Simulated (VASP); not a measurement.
# AlN in VASP: further runs

The runs below take AlN through single point, with PBE.

All numbers are computed with VASP 6.6.1; they aren't measurements. Logs are shortened: lines on timing, memory, paths and dates and some standing lists are left out, and cuts for length are marked.

## (1) The cell of the first run

It takes space group Imm2 (No. 44, orthorhombic). Conventional cell: a = 3.113 Å, b = 3.113 Å, c = 4.403 Å, α = 90.00°, β = 90.00°, γ = 90.00°. Within 2.4 Å of Al (site symmetry mm2) lie 4 N at 1.83 to 2.00 Å. Within 2.4 Å of N (site symmetry mm2) lie 4 Al at 1.83 to 2.00 Å.

## (2) Single point, PBE (atoms displaced along a vibrational mode)

INCAR reads:

```
SYSTEM = AlN
ALGO     = Normal         ! electronic algorithm
EDIFF    = 1E-6           ! SCF threshold, eV
ENCUT    = 520            ! plane-wave cutoff, eV
GGA      = PE             ! functional
ISIF     = 2              ! what is computed and relaxed
ISMEAR   = 0              ! smearing method
LASPH    = .TRUE.         ! aspherical terms in the spheres
LCHARG   = .TRUE.         ! write CHGCAR
LELF     = .TRUE.         ! ELF
LREAL    = .FALSE.        ! projectors in reciprocal space
LVHAR    = .TRUE.       
LWAVE    = .FALSE.        ! write WAVECAR
NBANDS   = 11             ! bands
NELM     = 60             ! most SCF steps
PREC     = Accurate       ! precision mode
SIGMA    = 0.05           ! smearing width, eV
```

KPOINTS reads:

```
k-points
0
G
  10 10 10
  0 0 0
```

POSCAR reads:

```
AlN
1.0
    0.0000000000      2.2012588983      2.2012588983
    2.2012588983      0.0000000000      2.2012588983
    2.2012588983      2.2012588983      0.0000000000
Al N
1 1
Direct
   -0.0114379721      0.0114379721      0.0114379721
    0.7720328468      0.7279671532      0.7279671532
```

Potentials or basis: VASP PAW PBE potentials, release 64 (Al, N).

Started as:

```
$ cat potpaw_PBE.64/Al/POTCAR potpaw_PBE.64/N/POTCAR > POTCAR
$ mpirun -np 1 vasp_std > vasp.out
```

OUTCAR:

```text
SYSTEM = AlN
   EDIFF = 1E-6
   ENCUT = 520
   GGA = PE
   ISIF = 2
   ISMEAR = 0
   LASPH = .TRUE.
   LREAL = .FALSE.
   NELM = 60
   PREC = Accurate

 ion  position               nearest neighbor table
   1  0.989  0.011  0.011-   2 1.83   2 1.83   2 2.00   2 2.00
   2  0.772  0.728  0.728-   1 1.83   1 1.83   1 2.00   1 2.00

  LATTYP: Found a face centered cubic cell.
 ALAT       =     4.4025177966

  Lattice vectors:

 A1 = (   0.0000000000,   2.2012588983,   2.2012588983)
 A2 = (   2.2012588983,   0.0000000000,   2.2012588983)
 A3 = (   2.2012588983,   2.2012588983,   0.0000000000)

Analysis of symmetry for initial positions (statically):
=====================================================================
 Subroutine PRICEL returns:
 Original cell was already a primitive cell.

 Routine SETGRP: Setting up the symmetry group for a
 face centered cubic supercell.

 Subroutine GETGRP returns: Found  4 space group operations
 (whereof  4 operations were pure point group operations)
 out of a pool of 48 trial point group operations.

The static configuration has the point symmetry C_2v.

Analysis of symmetry for dynamics (positions and initial velocities):
=====================================================================
 Subroutine PRICEL returns:
 Original cell was already a primitive cell.

 Routine SETGRP: Setting up the symmetry group for a
 face centered cubic supercell.

 Subroutine GETGRP returns: Found  4 space group operations
 (whereof  4 operations were pure point group operations)
 out of a pool of 48 trial point group operations.

The dynamic configuration has the point symmetry C_2v.

 Subroutine INISYM returns: Found  4 space group operations
 (whereof  4 operations are pure point group operations),
 and found     1 'primitive' translations

----------------------------------------------------------------------------------------

                                     Primitive cell

  volume of cell :      21.3326

  direct lattice vectors                    reciprocal lattice vectors
     0.000000000  2.201258898  2.201258898    -0.227142750  0.227142750  0.227142750
     2.201258898  0.000000000  2.201258898     0.227142750 -0.227142750  0.227142750
     2.201258898  2.201258898  0.000000000     0.227142750  0.227142750 -0.227142750

  length of vectors
     3.113050188  3.113050188  3.113050188     0.393422784  0.393422784  0.393422784

  position of ions in fractional coordinates (direct lattice)
     0.988562028  0.011437972  0.011437972
     0.772032847  0.727967153  0.727967153

  ion indices of the primitive-cell ions
   primitive index   ion index
                 1           1
                 2           2

----------------------------------------------------------------------------------------

 KPOINTS: k-points

Automatic generation of k-mesh.
 Grid dimensions read from file:
 generate k-points for:   10   10   10

 Generating k-lattice:

  Cartesian coordinates                     Fractional coordinates (reciprocal lattice)
    -0.022714275  0.022714275  0.022714275     0.100000000  0.000000000  0.000000000
     0.022714275 -0.022714275  0.022714275     0.000000000  0.100000000  0.000000000
     0.022714275  0.022714275 -0.022714275     0.000000000  0.000000000  0.100000000

  Length of vectors
     0.039342278  0.039342278  0.039342278

  Shift w.r.t. Gamma in fractional coordinates (k-lattice)
     0.000000000  0.000000000  0.000000000

 Subroutine IBZKPT returns following result:
 ===========================================

 Found    171 irreducible k-points:

 Following reciprocal coordinates:
            Coordinates               Weight
  0.000000  0.000000  0.000000      1.000000
  0.100000  0.000000  0.000000      4.000000
  0.000000  0.100000  0.000000      4.000000
  0.200000  0.000000  0.000000      4.000000
  0.000000  0.200000  0.000000      4.000000
  0.300000  0.000000  0.000000      4.000000
[... 16 lines left out ...]
  0.000000  0.400000  0.100000      4.000000
  0.100000  0.000000  0.400000      8.000000
 [... further k-points ...]
   k-points           NKPTS =    171   k-points in BZ     NKDIM =    171   number of bands    NBANDS=     11
   number of dos      NEDOS =    301   number of ions     NIONS =      2
   total plane-waves  NPLWV =  13824
   dimension x,y,z NGX =    24 NGY =   24 NGZ =   24
   dimension x,y,z NGXF=    48 NGYF=   48 NGZF=   48
   ions per type =               1   1
   NGX,Y,Z   is equivalent  to a cutoff of  12.82, 12.82, 12.82 a.u.
   NGXF,Y,Z  is equivalent  to a cutoff of  25.63, 25.63, 25.63 a.u.
 SYSTEM =  AlN
   PREC   = accura    normal or accurate (medium, high low for compatibility)
   ISTART =      0    job   : 0-new  1-cont  2-samecut
   ICHARG =      2    charge: 1-file 2-atom 10-const
   ISPIN  =      1    spin polarized calculation?
   LNONCOLLINEAR =      F non collinear calculations
   LSORBIT =      F    spin-orbit coupling
   LASPH  =      T    aspherical Exc in radial PAW
   ENCUT  =  520.0 eV  38.22 Ry    6.18 a.u.   5.79  5.79  5.79*2*pi/ulx,y,z
   NELM   =     60;   NELMIN=  2; NELMDL= -5     # of ELM steps
   EDIFF  = 0.1E-05   stopping-criterion for ELM
   LREAL  =      F    real-space projection
   EDIFFG = 0.1E-04   stopping-criterion for IOM
   NSW    =      0    number of steps for IOM
   IBRION =     -1    ionic relax: 0-MD 1-quasi-New 2-CG
   NFREE  =      0    steps in history (QN), initial steepest desc. (CG)
   ISIF   =      2    stress and relaxation
   ISYM   =      2    0-nonsym 1-usesym 2-fastsym
   POTIM  = 0.5000    time-step for ionic-motion
   TEBEG  =    0.0;   TEEND  =   0.0 temperature during run
   PSTRESS=    0.0 pullay stress
   NELECT =       8.0000    total number of electrons
   NUPDOWN=      -1.0000    fix difference up-down
   EMIN   =  10.00;   EMAX   =-10.00  energy-range for DOS
   EFERMI =   0.00;   METHOD = LEGACY
   ISMEAR =     0;   SIGMA  =   0.05  broadening in eV -4-tet -1-fermi 0-gaus
   EFERMI_NEDOS =   21; number of points for ismear=-14 and -15
   IALGO  =     38    algorithm
   IMIX   =      4    mixing-type and parameters
     AMIX     =   0.40;   BMIX     =  1.00
     AMIX_MAG =   1.60;   BMIX_MAG =  1.00
  volume/ion in A,a.u.               =      10.67        71.98
  Fermi-wavevector in a.u.,A,eV,Ry     =   1.180566  2.230947 18.962939  1.393737
  Thomas-Fermi vector in A             =   2.316856
   LORBIT       =      0    0 simple, 1 ext, 2 COOP (PROOUT), +10 PAW based schemes
   GGA     = PE    functional components
   LHFCALC =     F    Hartree Fock is set to
   AEXX    =    0.0000 exact exchange contribution
   IVDW    =     0    specifies the selected vdW correction
   LEPSILON=     F    determine dielectric tensor
   LRPA    =     F    only Hartree local field effects (RPA)
 non-spin polarized calculation
 Gauss-broadening in eV      SIGMA  =   0.05
  energy-cutoff  :      520.00
  volume of cell :       21.33
 maximum number of plane-waves:       589
   NGX = 11   NGY = 11   NGZ = 11

 number of electron       8.0000001 magnetization

 Free energy of the ion-electron system (eV)
  ---------------------------------------------------
  ext. energy  EPLUGINS =         0.00000000
  ---------------------------------------------------
  free energy    TOTEN  =       -14.70016786 eV

  energy without entropy =      -14.70016786  energy(sigma->0) =      -14.70016786

 E-fermi :   6.3985     XC(G=0): -10.8291

 val. band max:        6.1024590563   @ k =   0.0000   0.0000   0.0000
 cond. band min:       9.0314548481   @ k =   0.5000   0.5000   0.0000
 fundamental gap:      2.9289957918
 Fermi energy:         6.3985017010

 k-point     1 :       0.0000    0.0000    0.0000
  band No.  band energies     occupation
      1      -9.1052      2.00000
      2       5.3408      2.00000
      3       5.7622      2.00000
      4       6.1025      2.00000
      5       9.6891      0.00000
      6      18.0275      0.00000
      7      18.1027      0.00000
      8      18.1352      0.00000
      9      23.1065      0.00000
     10      23.2206      0.00000
     11      24.0379      0.00000

 k-point     2 :       0.1000    0.0000    0.0000
  band No.  band energies     occupation
      1      -8.9643      2.00000
      2       5.0903      2.00000
      3       5.2932      2.00000
      4       5.8658      2.00000
      5      10.4023      0.00000
      6      17.5491      0.00000
      7      18.2502      0.00000
      8      18.2686      0.00000
      9      22.1022      0.00000
     10      22.1326      0.00000
     11      23.5690      0.00000

 k-point     3 :       0.0000    0.1000    0.0000
  band No.  band energies     occupation
      1      -8.9622      2.00000
      2       4.6753      2.00000
      3       5.6191      2.00000
      4       6.0465      2.00000
      5      10.3095      0.00000
      6      17.5963      0.00000
      7      18.1573      0.00000
      8      18.4298      0.00000
      9      21.8136      0.00000
     10      21.9493      0.00000
     11      24.0681      0.00000

 k-point     4 :       0.2000    0.0000    0.0000
  band No.  band energies     occupation
      1      -8.5638      2.00000
      2       3.4880      2.00000
      3       5.1742      2.00000
      4       5.7129      2.00000
      5      11.5666      0.00000
      6      16.7896      0.00000
      7      17.9918      0.00000
      8      18.2439      0.00000
      9      21.5731      0.00000
     10      21.8542      0.00000
     11      22.7405      0.00000

 k-point     5 :       0.0000    0.2000    0.0000
  band No.  band energies     occupation
      1      -8.5553      2.00000
      2       3.1733      2.00000
      3       5.4740      2.00000
      4       5.9076      2.00000
      5      11.3926      0.00000
      6      16.7794      0.00000
      7      18.0712      0.00000
      8      18.4837      0.00000
      9      21.3009      0.00000
     10      21.3146      0.00000
     11      23.0821      0.00000
[... 211 lines left out ...]
 k-point    21 :       0.2000   -0.1000   -0.1000
  band No.  band energies     occupation
      1      -8.0786      2.00000
      2       2.3585      2.00000
      3       4.8073      2.00000
      4       5.4505      2.00000
      5      12.3532      0.00000
      6      16.0702      0.00000
      7      17.0851      0.00000
      8      18.2709      0.00000
      9      20.8160      0.00000
     10      23.6314      0.00000
     11      23.8854      0.00000

 k-point    22 :       0.4000    0.1000    0.0000
  band No.  band energies     occupation
      1      -7.4939      2.00000
      2       1.0714      2.00000
      3       4.6821      2.00000
      4       5.1978      2.00000
      5      12.9339      0.00000
      6      15.0916      0.00000
      7      17.1219      0.00000
      8      17.6241      0.00000
      9      22.1826      0.00000
     10      23.9714      0.00000
     11      25.3644      0.00000

 k-point    23 :       0.0000    0.4000    0.1000
  band No.  band energies     occupation
      1      -7.4675      2.00000
      2       0.8337      2.00000
      3       4.9021      2.00000
      4       5.3954      2.00000
      5      12.8322      0.00000
      6      14.9888      0.00000
      7      17.4221      0.00000
      8      17.4975      0.00000
      9      21.9863      0.00000
     10      24.2021      0.00000
     11      25.0431      0.00000

 k-point    24 :       0.1000    0.0000    0.4000
  band No.  band energies     occupation
      1      -7.4644      2.00000
      2       0.8092      2.00000
      3       5.0043      2.00000
      4       5.3497      2.00000
      5      12.7449      0.00000
      6      15.0918      0.00000
      7      17.0843      0.00000
      8      17.8806      0.00000
      9      21.7349      0.00000
     10      24.4905      0.00000
     11      24.8135      0.00000

 [... further k-points ...]

------------------------ aborting loop because EDIFF is reached ----------------------------------------

  FORCE on cell =-STRESS in cart. coord.  units (eV):
  Direction    XX          YY          ZZ          XY          YZ          ZX
  --------------------------------------------------------------------------------------
  -------------------------------------------------------------------------------------
  Total       -0.0305820      0.4750786      0.4750786      0.0000000     -1.2254659      0.0000000
  in kB       -2.2968533     35.6806447     35.6806447      0.0000000    -92.0382720      0.0000000
  external PRESSURE =      23.0214787 kB  Pullay stress =       0.0000000 kB

 VOLUME and BASIS-vectors are now :
 -----------------------------------------------------------------------------
  energy-cutoff  :      520.00
  volume of cell :       21.33
      direct lattice vectors                 reciprocal lattice vectors
     0.000000000  2.201258898  2.201258898    -0.227142750  0.227142750  0.227142750
     2.201258898  0.000000000  2.201258898     0.227142750 -0.227142750  0.227142750
     2.201258898  2.201258898  0.000000000     0.227142750  0.227142750 -0.227142750

 POSITION                                       TOTAL-FORCE (eV/Angst)
 -----------------------------------------------------------------------------------
      0.05036      2.20126      2.20126        -1.977908      0.000000      0.000000
      3.20489      3.30189      3.30189         1.977908      0.000000      0.000000
 -----------------------------------------------------------------------------------
    total drift:                                0.000479     -0.000000     -0.000000

  FREE ENERGIE OF THE ION-ELECTRON SYSTEM (eV)
  ---------------------------------------------------
  free  energy   TOTEN  =       -14.7001678628 eV

  energy  without entropy=      -14.7001678628  energy(sigma->0) =      -14.70016786
```

Wall time 44 s (1 thread of AMD EPYC 7R13, shared host); peak memory 0.13 GiB.

Results:

- Free energy: -14.7002 eV
- Pressure: 2.3 GPa
- Largest force: 1.978 eV/Å
- Band gap on the k mesh: 2.93 eV (least direct gap 3.59 eV)

Forces on the atoms (eV/Å):
```
Al  -1.978  0.000  0.000
N    1.978  0.000  0.000
```

Stress tensor (GPa, compression positive):
```
-0.23  0.00  0.00
 0.00  3.57 -9.20
 0.00 -9.20  3.57
```

Levels at points of the mesh, in eV from the valence-band top:
```
           k point  band 1  band 2  band 3  band 4  band 5  band 6  band 7  band 8  band 9
(0.00, 0.00, 0.00)  -15.21   -0.76   -0.34    0.00    3.59   11.93   12.00   12.03   17.00
(0.50, 0.00, 0.00)  -13.26   -5.99   -1.21   -0.70    6.82    9.37   10.47   10.77   17.12
(0.00, 0.50, 0.00)  -13.21   -6.23   -0.92   -0.52    6.68    9.19   10.51   10.95   17.17
(0.50, 0.50, 0.00)  -12.62   -5.21   -2.09   -2.06    2.93    7.98   13.15   15.13   15.20
(0.00, 0.50, 0.50)  -12.63   -5.18   -2.40   -1.86    2.97    8.13   13.16   15.03   15.11
```

Caveat: the cell differs from its parent crystal (atoms displaced along a vibrational mode); forces of over 1 eV/Å act on the atoms, so gaps and moduli don't describe the material at rest. A k mesh can miss the band edges.

## (3) Single point, PBE (atoms displaced along a vibrational mode)

INCAR reads:

```
SYSTEM = AlN
  ALGO = Normal
  EDIFF = 1E-6
  ENCUT = 520
  GGA = PE
  ISIF = 2
  ISMEAR = 0
  LASPH = .True.
  LCHARG = .False.
  LREAL = .False.
  LWAVE = .False.
  NBANDS = 11
  NELM = 80
  PREC = Accurate
  SIGMA = 0.05
```

KPOINTS reads:

```
k-points
0
Gamma
  10 10 10
  0 0 0
```

POSCAR reads:

```
AlN
1.0
    0.0000000000      2.2012588983      2.2012588983
    2.2012588983      0.0000000000      2.2012588983
    2.2012588983      2.2012588983      0.0000000000
Al N
1 1
Direct
   -0.0085843750      0.0142915693      0.0085843750
    0.7665359922      0.7224702987      0.7334640078
```

Potentials or basis: VASP PAW PBE potentials, release 64 (Al, N).

Started as:

```
$ cat potpaw_PBE.64/Al/POTCAR potpaw_PBE.64/N/POTCAR > POTCAR
$ mpirun -np 1 vasp_std > vasp.out
```

It took 2.1 min on 1 thread of AMD EPYC 7R13, shared host; peak memory 0.2 GiB.

Results (log left out):

```yaml
Free_energy: -14.6900 eV
Pressure: 2.5 GPa
Largest_force: 2.090 eV/Å
Band_gap_on_the_k_mesh: 2.92 eV (least direct gap 3.57 eV)
```

Forces on the atoms (eV/Å):
```
Al  -1.990  0.316 -0.553
N    1.990 -0.316  0.553
```

Stress tensor (GPa, compression positive):
```
 0.01 -2.46  1.46
-2.46  3.84 -9.27
 1.46 -9.27  3.57
```

Levels at points of the mesh, in eV from the valence-band top:
```tsv
k point	band 2	band 3	band 4	band 5	band 6	band 7
(0.00, 0.00, 0.00)	-0.78	-0.36	0.00	3.57	11.92	11.98
(0.50, 0.00, 0.00)	-6.03	-1.22	-0.65	6.77	9.33	10.46
(0.00, 0.50, 0.00)	-6.27	-0.88	-0.52	6.66	9.16	10.54
(0.00, 0.00, 0.50)	-6.21	-0.99	-0.52	6.67	9.20	10.46
(0.50, 0.50, 0.50)	-5.97	-1.22	-0.77	6.83	9.37	10.44
(0.50, 0.50, 0.00)	-5.22	-2.15	-2.02	2.92	7.97	13.13
(0.00, 0.50, 0.50)	-5.19	-2.41	-1.87	2.96	8.11	13.14
(0.50, 0.00, 0.50)	-5.22	-2.10	-2.07	2.92	7.96	13.13
```

Caveat: the cell differs from its parent crystal (atoms displaced along a vibrational mode); forces of over 1 eV/Å act on the atoms, so gaps and moduli don't describe the material at rest. A k mesh can miss the band edges.
